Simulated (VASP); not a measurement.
The system is TaRu.

```xyz
2
Lattice="3.0691 0.0000 0.0000 0.0000 3.0691 0.0000 0.0000 0.0000 3.0691" Properties=species:S:1:pos:R:3 pbc="T T T"
Ta    1.5346    1.5346    1.5346
Ru    0.0000    0.0000    0.0000
```

Base run:

```yaml
Program: VASP 6.6.1
Functional: LDA
Potentials_or_basis: VASP PAW LDA potentials, release 64 (Ta_sv_GW, Ru_sv)
Cutoff: 600 eV
k_mesh: 11 × 11 × 11
Occupations: fermi-dirac, width 0.05 eV
Spin: no spin polarisation
```

Its results: pressure 15.6 GPa.

Question: The run is repeated on the same cell with these changes: cutoff from 600 eV to 520 eV; further incar settings from ALGO = Normal; EDIFF = 1e-06; NBANDS = 22 to ALGO = Normal; EDIFF = 1e-08; NBANDS = 22. What comes out?

Answer: Pressure 15.2 GPa.
